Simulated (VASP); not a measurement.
# CaH2Pt (P6/mmm) in VASP: notebook

The runs below take CaH2Pt through single point, relaxation of cell and atoms, with PBE.

Everything below comes from runs of VASP 6.6.1. Logs are shortened: lines on timing, memory, paths and dates and some standing lists are left out, and cuts for length are marked.

## Step 1: The cell of the first run

It takes space group P6/mmm (No. 191, hexagonal). The conventional cell has a = 3.561 Å, b = 3.561 Å, c = 5.965 Å, α = 90.00°, β = 90.00°, γ = 120.00°. Ca (site symmetry 6/mmm) has 6 H at 2.06 Å within 2.7 Å. Within 2.7 Å of H (site symmetry -6m2) lie 3 H at 2.06 Å and 3 Ca at 2.06 Å. Pt (site symmetry 6/mmm) has 2 Ca at 2.98 Å and 6 Pt at 3.56 Å and 12 H at 3.62 Å within 3.9 Å.

The cell was built from a structure type or drawn by symmetry, and may not be a known phase.

## Step 2: Single point, PBE

File INCAR:

```
PREC = Accurate
ENCUT = 520
EDIFF = 1E-7
ISMEAR = 0
SIGMA = 0.1
LREAL = False
LASPH = True
NELM = 100
ALGO = Normal
ISIF = 2
LWAVE = False
LCHARG = False
GGA = PE
NBANDS = 19
```

File KPOINTS:

```
Automatic mesh
0
Gamma
  15 15 8
```

File POSCAR:

```
CaH2Pt
1.0
    3.5612992143      0.0000000000      0.0000000000
   -1.7806496072      3.0841755901      0.0000000000
    0.0000000000      0.0000000000      5.9647005432
Ca H Pt
1 2 1
Direct
    0.0000000000      0.0000000000      0.0000000000
    0.3333333333      0.6666666667      0.0000000000
    0.6666666667      0.3333333333      0.0000000000
    0.0000000000      0.0000000000      0.5000000000
```

Potentials or basis: VASP PAW PBE potentials, release 64 (Ca_sv, H, Pt).

On the command line:

```
$ cat potpaw_PBE.64/Ca_sv/POTCAR potpaw_PBE.64/H/POTCAR potpaw_PBE.64/Pt/POTCAR > POTCAR
$ mpirun -np 1 vasp_std > vasp.out
```

OUTCAR:

```text
PREC = Accurate
   ENCUT = 520
   EDIFF = 1E-7
   ISMEAR = 0
   LREAL = False
   LASPH = True
   NELM = 100
   ISIF = 2
   GGA = PE

 ion  position               nearest neighbor table
   1  0.000  0.000  0.000-   4 2.98   4 2.98
   2  0.333  0.667  0.000-
   3  0.667  0.333  0.000-
   4  0.000  0.000  0.500-   1 2.98   1 2.98

  LATTYP: Found a hexagonal cell.
 ALAT       =     3.5612992143
 C/A-ratio  =     1.6748664418

  Lattice vectors:

 A1 = (   3.5612992143,   0.0000000000,   0.0000000000)
 A2 = (  -1.7806496072,   3.0841755901,   0.0000000000)
 A3 = (   0.0000000000,   0.0000000000,   5.9647005432)

Analysis of symmetry for initial positions (statically):
=====================================================================
 Subroutine PRICEL returns:
 Original cell was already a primitive cell.

 Routine SETGRP: Setting up the symmetry group for a
 hexagonal supercell.

 Subroutine GETGRP returns: Found 24 space group operations
 (whereof 24 operations were pure point group operations)
 out of a pool of 24 trial point group operations.

The static configuration has the point symmetry D_6h.

Analysis of symmetry for dynamics (positions and initial velocities):
=====================================================================
 Subroutine PRICEL returns:
 Original cell was already a primitive cell.

 Routine SETGRP: Setting up the symmetry group for a
 hexagonal supercell.

 Subroutine GETGRP returns: Found 24 space group operations
 (whereof 24 operations were pure point group operations)
 out of a pool of 24 trial point group operations.

The dynamic configuration has the point symmetry D_6h.

 Subroutine INISYM returns: Found 24 space group operations
 (whereof 24 operations are pure point group operations),
 and found     1 'primitive' translations

----------------------------------------------------------------------------------------

                                     Primitive cell

  volume of cell :      65.5143

  direct lattice vectors                    reciprocal lattice vectors
     3.561299214  0.000000000  0.000000000     0.280796400  0.162117877  0.000000000
    -1.780649607  3.084175590  0.000000000     0.000000000  0.324235755  0.000000000
     0.000000000  0.000000000  5.964700543     0.000000000  0.000000000  0.167653010

  length of vectors
     3.561299214  3.561299214  5.964700543     0.324235755  0.324235755  0.167653010

  position of ions in fractional coordinates (direct lattice)
     0.000000000  0.000000000  0.000000000
     0.333333333  0.666666667  0.000000000
     0.666666667  0.333333333  0.000000000
     0.000000000  0.000000000  0.500000000

  ion indices of the primitive-cell ions
   primitive index   ion index
                 1           1
                 2           2
                 3           3
                 4           4

----------------------------------------------------------------------------------------

 KPOINTS: Automatic mesh

Automatic generation of k-mesh.
 Grid dimensions read from file:
 generate k-points for:   15   15    8

 Generating k-lattice:

  Cartesian coordinates                     Fractional coordinates (reciprocal lattice)
     0.018719760  0.010807858  0.000000000     0.066666667  0.000000000  0.000000000
     0.000000000  0.021615717  0.000000000     0.000000000  0.066666667  0.000000000
     0.000000000  0.000000000  0.020956626     0.000000000  0.000000000  0.125000000

  Length of vectors
     0.021615717  0.021615717  0.020956626

  Shift w.r.t. Gamma in fractional coordinates (k-lattice)
     0.000000000  0.000000000  0.000000000

 Subroutine IBZKPT returns following result:
 ===========================================

 Found    135 irreducible k-points:

 Following reciprocal coordinates:
            Coordinates               Weight
  0.000000  0.000000  0.000000      1.000000
  0.066667  0.000000  0.000000      6.000000
  0.133333  0.000000  0.000000      6.000000
  0.200000  0.000000  0.000000      6.000000
  0.266667  0.000000  0.000000      6.000000
  0.333333 -0.000000  0.000000      6.000000
[... 16 lines left out ...]
  0.333333  0.200000  0.000000     12.000000
  0.400000  0.200000  0.000000      6.000000
 [... further k-points ...]
   k-points           NKPTS =    135   k-points in BZ     NKDIM =    135   number of bands    NBANDS=     19
   number of dos      NEDOS =    301   number of ions     NIONS =      4
   total plane-waves  NPLWV =  37632
   dimension x,y,z NGX =    28 NGY =   28 NGZ =   48
   dimension x,y,z NGXF=    56 NGYF=   56 NGZF=   96
   ions per type =               1   2   1
   NGX,Y,Z   is equivalent  to a cutoff of  13.07, 13.07, 13.38 a.u.
   NGXF,Y,Z  is equivalent  to a cutoff of  26.14, 26.14, 26.76 a.u.
 SYSTEM =  unknown system
   PREC   = accura    normal or accurate (medium, high low for compatibility)
   ISTART =      0    job   : 0-new  1-cont  2-samecut
   ICHARG =      2    charge: 1-file 2-atom 10-const
   ISPIN  =      1    spin polarized calculation?
   LNONCOLLINEAR =      F non collinear calculations
   LSORBIT =      F    spin-orbit coupling
   LASPH  =      T    aspherical Exc in radial PAW
   ENCUT  =  520.0 eV  38.22 Ry    6.18 a.u.   6.62  6.62 11.09*2*pi/ulx,y,z
   NELM   =    100;   NELMIN=  2; NELMDL= -5     # of ELM steps
   EDIFF  = 0.1E-06   stopping-criterion for ELM
   LREAL  =      F    real-space projection
   EDIFFG = 0.1E-05   stopping-criterion for IOM
   NSW    =      0    number of steps for IOM
   IBRION =     -1    ionic relax: 0-MD 1-quasi-New 2-CG
   NFREE  =      0    steps in history (QN), initial steepest desc. (CG)
   ISIF   =      2    stress and relaxation
   ISYM   =      2    0-nonsym 1-usesym 2-fastsym
   POTIM  = 0.5000    time-step for ionic-motion
   TEBEG  =    0.0;   TEEND  =   0.0 temperature during run
   PSTRESS=    0.0 pullay stress
   NELECT =      22.0000    total number of electrons
   NUPDOWN=      -1.0000    fix difference up-down
   EMIN   =  10.00;   EMAX   =-10.00  energy-range for DOS
   EFERMI =   0.00;   METHOD = LEGACY
   ISMEAR =     0;   SIGMA  =   0.10  broadening in eV -4-tet -1-fermi 0-gaus
   EFERMI_NEDOS =   21; number of points for ismear=-14 and -15
   IALGO  =     38    algorithm
   IMIX   =      4    mixing-type and parameters
     AMIX     =   0.40;   BMIX     =  1.00
     AMIX_MAG =   1.60;   BMIX_MAG =  1.00
  volume/ion in A,a.u.               =      16.38       110.53
  Fermi-wavevector in a.u.,A,eV,Ry     =   1.137899  2.150317 17.617011  1.294814
  Thomas-Fermi vector in A             =   2.274604
   LORBIT       =      0    0 simple, 1 ext, 2 COOP (PROOUT), +10 PAW based schemes
   GGA     = PE    functional components
   LHFCALC =     F    Hartree Fock is set to
   AEXX    =    0.0000 exact exchange contribution
   IVDW    =     0    specifies the selected vdW correction
   LEPSILON=     F    determine dielectric tensor
   LRPA    =     F    only Hartree local field effects (RPA)
 non-spin polarized calculation
 Gauss-broadening in eV      SIGMA  =   0.10
  energy-cutoff  :      520.00
  volume of cell :       65.51
 maximum number of plane-waves:      1798
 NGX is ok and might be reduce to    28
   NGX = 13   NGY = 13   NGZ = 23

 number of electron      22.0000003 magnetization

 Free energy of the ion-electron system (eV)
  ---------------------------------------------------
  ext. energy  EPLUGINS =         0.00000000
  ---------------------------------------------------
  free energy    TOTEN  =       -12.63246591 eV

  energy without entropy =      -12.61806473  energy(sigma->0) =      -12.62526532

 E-fermi :   1.1970     XC(G=0):  -9.1964

 val. band max:        1.1959236078   @ k =   0.4000   0.0667   0.1250
 cond. band min:       1.1982644015   @ k =   0.4000   0.0667   0.0000
 fundamental gap:      0.0023407937
 Fermi energy:         1.1970423620

 k-point     1 :       0.0000    0.0000    0.0000
  band No.  band energies     occupation
      1     -36.9124      2.00000
      2     -18.1073      2.00000
      3     -17.8058      2.00000
      4     -17.8058      2.00000
      5      -3.9859      2.00000
      6      -1.3681      2.00000
[... 11 lines left out ...]
     18       9.8453      0.00000
     19      14.5815      0.00000

 k-point     2 :       0.0667    0.0000    0.0000
  band No.  band energies     occupation
      1     -36.9105      2.00000
      2     -18.1052      2.00000
      3     -17.8263      2.00000
      4     -17.8093      2.00000
      5      -3.8955      2.00000
      6      -1.2820      2.00000
[... 11 lines left out ...]
     18       9.8453      0.00000
     19      13.9397      0.00000

 k-point     3 :       0.1333    0.0000    0.0000
  band No.  band energies     occupation
      1     -36.9051      2.00000
      2     -18.0995      2.00000
      3     -17.8836      2.00000
      4     -17.8192      2.00000
      5      -3.6322      2.00000
      6      -1.0332      2.00000
[... 11 lines left out ...]
     18       9.8320      0.00000
     19      12.4672      0.00000

 k-point     4 :       0.2000    0.0000    0.0000
  band No.  band energies     occupation
      1     -36.8971      2.00000
      2     -18.0910      2.00000
      3     -17.9664      2.00000
      4     -17.8338      2.00000
      5      -3.2196      2.00000
      6      -0.6713      2.00000
[... 11 lines left out ...]
     18       9.7277      0.00000
     19      10.9331      0.00000

 k-point     5 :       0.2667    0.0000    0.0000
  band No.  band energies     occupation
      1     -36.8879      2.00000
      2     -18.0812      2.00000
      3     -18.0593      2.00000
      4     -17.8505      2.00000
      5      -2.6965      2.00000
      6      -0.3900      2.00000
[... 11 lines left out ...]
     18      10.1432      0.00000
     19      10.7560      0.00000

 k-point     6 :       0.3333   -0.0000    0.0000
  band No.  band energies     occupation
      1     -36.8791      2.00000
      2     -18.1460      2.00000
      3     -18.0719      2.00000
      4     -17.8664      2.00000
      5      -2.1194      2.00000
      6      -0.3579      2.00000
[... 11 lines left out ...]
     18       9.9514      0.00000
     19      11.5696      0.00000

 k-point     7 :       0.4000    0.0000    0.0000
  band No.  band energies     occupation
      1     -36.8722      2.00000
      2     -18.2124      2.00000
      3     -18.0646      2.00000
      4     -17.8788      2.00000
      5      -1.5682      2.00000
      6      -0.4003      2.00000
[... 11 lines left out ...]
     18       9.7690      0.00000
     19      10.9729      0.00000

 k-point     8 :       0.4667    0.0000    0.0000
  band No.  band energies     occupation
      1     -36.8684      2.00000
      2     -18.2483      2.00000
      3     -18.0605      2.00000
      4     -17.8855      2.00000
      5      -1.1739      2.00000
      6      -0.4056      2.00000
[... 256 lines left out ...]
 k-point    20 :       0.4000    0.1333    0.0000
  band No.  band energies     occupation
      1     -36.8666      2.00000
      2     -18.2223      2.00000
      3     -18.0586      2.00000
      4     -17.9351      2.00000
      5      -0.9836      2.00000
      6      -0.4056      2.00000
[... 11 lines left out ...]
     18       9.4691      0.00000
     19       9.6069      0.00000

 k-point    21 :       0.2000    0.2000    0.0000
  band No.  band energies     occupation
      1     -36.8770      2.00000
      2     -18.1239      2.00000
      3     -18.0696      2.00000
      4     -17.9155      2.00000
      5      -1.9644      2.00000
      6      -0.0531      2.00000
[... 11 lines left out ...]
     18       9.8742      0.00000
     19       9.9768      0.00000

 k-point    22 :       0.2667    0.2000    0.0000
  band No.  band energies     occupation
      1     -36.8705      2.00000
      2     -18.1625      2.00000
      3     -18.0627      2.00000
      4     -17.9526      2.00000
      5      -1.4307      2.00000
      6      -0.1893      2.00000
[... 11 lines left out ...]
     18       9.2505      0.00000
     19       9.5982      0.00000

 k-point    23 :       0.3333    0.2000    0.0000
  band No.  band energies     occupation
      1     -36.8660      2.00000
      2     -18.1862      2.00000
      3     -18.0581      2.00000
      4     -17.9799      2.00000
      5      -0.9638      2.00000
      6      -0.3420      2.00000
[... 11 lines left out ...]
     18       9.1546      0.00000
     19       9.6825      0.00000

 k-point    24 :       0.4000    0.2000    0.0000
  band No.  band energies     occupation
      1     -36.8645      2.00000
      2     -18.1940      2.00000
      3     -18.0564      2.00000
      4     -17.9901      2.00000
      5      -0.7145      2.00000
      6      -0.4611      2.00000
[... 11 lines left out ...]
     18       9.0425      0.00000
     19       9.8864      0.00000

 [... further k-points ...]
[... 5 lines left out ...]
  --------------------------------------------------------------------------------------
  -------------------------------------------------------------------------------------
  Total        0.0592947      0.0592947     -0.0331331     -0.0000000      0.0000000      0.0000000
  in kB        1.4500746      1.4500746     -0.8102815     -0.0000000      0.0000000      0.0000000
  external PRESSURE =       0.6966225 kB  Pullay stress =       0.0000000 kB

 VOLUME and BASIS-vectors are now :
 -----------------------------------------------------------------------------
  energy-cutoff  :      520.00
  volume of cell :       65.51
      direct lattice vectors                 reciprocal lattice vectors
     3.561299214  0.000000000  0.000000000     0.280796400  0.162117877  0.000000000
    -1.780649607  3.084175590  0.000000000     0.000000000  0.324235755  0.000000000
     0.000000000  0.000000000  5.964700543     0.000000000  0.000000000  0.167653010

 POSITION                                       TOTAL-FORCE (eV/Angst)
 -----------------------------------------------------------------------------------
      0.00000      0.00000      0.00000        -0.000000      0.000000      0.000000
     -0.00000      2.05612      0.00000         0.000000      0.000000     -0.000000
      1.78065      1.02806      0.00000        -0.000000      0.000000      0.000000
      0.00000      0.00000      2.98235        -0.000000      0.000000      0.000000
 -----------------------------------------------------------------------------------
    total drift:                               -0.000000      0.000000      0.000000

  FREE ENERGIE OF THE ION-ELECTRON SYSTEM (eV)
  ---------------------------------------------------
  free  energy   TOTEN  =       -12.6324659146 eV

  energy  without entropy=      -12.6180647285  energy(sigma->0) =      -12.62526532
```

It took 72 s on 1 thread of Intel Xeon 6975P-C (Granite Rapids), shared host; peak memory 0.32 GiB.

Results:

| Item | Value |
| --- | --- |
| Free energy | -12.6325 eV |
| Pressure | 0.1 GPa |
| Band gap on the k mesh | zero (bands 11 and 12 overlap by 0.26 eV) |

Caveat: spin-orbit coupling is left out, which moves the levels of the heavy elements.

## Step 3: Relaxation of cell and atoms, PBE

File INCAR:

```
SYSTEM = CaH2Pt
ALGO = Normal
EDIFF = 1E-6
EDIFFG = -0.01
ENCUT = 600
GGA = PE
IBRION = 2
ISIF = 3
ISMEAR = 0
LASPH = .True.
LCHARG = .False.
LREAL = .False.
LWAVE = .False.
NELM = 100
NSW = 100
PREC = Accurate
SIGMA = 0.1
```

File KPOINTS:

```
k-points
0
Gamma
  15 15 8
  0 0 0
```

File POSCAR:

```
CaH2Pt
1.0
    3.5685231471      0.0000000000      0.0000000000
   -1.7842615736      3.0904316994      0.0000000000
    0.0000000000      0.0000000000      5.9359967470
Ca H Pt
1 2 1
Direct
    0.0000000000      0.0000000000      0.0000000000
    0.3333333333      0.6666666667      0.0000000000
    0.6666666667      0.3333333333      0.0000000000
    0.0000000000      0.0000000000      0.5000000000
```

Potentials or basis: VASP PAW PBE potentials, release 64 (Ca_sv, H, Pt).

On the command line:

```
$ cat potpaw_PBE.64/Ca_sv/POTCAR potpaw_PBE.64/H/POTCAR potpaw_PBE.64/Pt/POTCAR > POTCAR
$ mpirun -np 1 vasp_std > vasp.out
```

Run time: 2.6 min. Hardware: 1 thread of Intel Xeon 6975P-C (Granite Rapids), shared host; peak memory 0.36 GiB.

The run converged. Its results:

* Free energy: -12.6336 eV
* Relaxed volume: 16.46 Å³/atom
* Relaxed cell: a = 3.569 Å, b = 3.569 Å, c = 5.967 Å, α = 90.00°, β = 90.00°, γ = 120.00°
* Space group after relaxing (to 0.1 Å): P6/mmm (No. 191)
* Energy gained by relaxing: 0.1 meV/atom
* Ionic steps: 3
* Pressure after relaxing: 0.0 GPa
* Band gap on the k mesh: zero (bands 11 and 12 overlap by 0.26 eV)

The path:
```csv
step,energy change (eV),largest force (eV/Å),pressure (GPa),volume (Å³)
1,0.0000,0.0000,0.11,65.46
2,-0.0002,0.0000,0.09,65.57
3,-0.0003,0.0000,-0.03,65.83
```

Final structure:
```cif
data_structure
_symmetry_space_group_name_H-M 'P 1'
_symmetry_Int_Tables_number 1
_cell_length_a 3.5690
_cell_length_b 3.5690
_cell_length_c 5.9674
_cell_angle_alpha 90.000
_cell_angle_beta 90.000
_cell_angle_gamma 120.000
_cell_volume 65.83
loop_
_atom_site_label
_atom_site_type_symbol
_atom_site_fract_x
_atom_site_fract_y
_atom_site_fract_z
_atom_site_occupancy
Ca1 Ca 0.00000 0.00000 0.00000 1
H1 H 0.33333 0.66667 0.00000 1
H2 H 0.66667 0.33333 0.00000 1
Pt1 Pt 0.00000 0.00000 0.50000 1
```

Levels at points of the mesh, in eV from the Fermi level:
| k point | band 9 | band 10 | band 11 | band 12 | band 13 | band 14 |
| --- | --- | --- | --- | --- | --- | --- |
| (0.00, 0.00, 0.00) | -0.85 | -0.20 | -0.20 | 2.35 | 2.94 | 5.19 |
| (0.00, 0.00, 0.50) | -0.82 | -0.16 | -0.16 | 2.66 | 2.95 | 5.17 |

Caveat: spin-orbit coupling is left out, which moves the levels of the heavy elements.

[end of part 1 of 2]
